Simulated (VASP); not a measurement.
Runs of VASP 6.6.1 on BN. The structure is that of space group P6_3/mmc (No. 194), or close to it. The cells are those of the table. 

```csv
cell,gap on the mesh (eV),pressure (GPa)
"relaxed from a = 2.474, b = 2.474, c = 6.176 Å, angles 90.0, 90.0, 120.0°, 4 atoms",(a),3.9
"relaxed from a = 2.531, b = 2.531, c = 6.680 Å, angles 90.0, 90.0, 120.0°, 4 atoms",(b),-0.9
"relaxed from a = 2.541, b = 2.541, c = 7.080 Å, angles 90.0, 90.0, 120.0°, 4 atoms",4.39,-1.7
"relaxed from a = 2.532, b = 2.532, c = 6.868 Å, angles 90.0, 90.0, 120.0°, 4 atoms",4.34,-1.5
"relaxed from a = 2.481, b = 2.481, c = 6.547 Å, angles 90.0, 90.0, 120.0°, 4 atoms",4.20,0.7
```

Alike in all rows: task relaxation of shape and atoms at fixed volume; level PBE+D3(BJ); potentials or basis VASP PAW PBE potentials, release 64 (B, N); no spin polarisation; k mesh 12 × 12 × 4; cutoff (eV) 600; smearing gaussian 0.02 eV.

Task: Fill in the values left out.

Result: (a) 4.11; (b) 4.30.

A k mesh can miss the band edges.
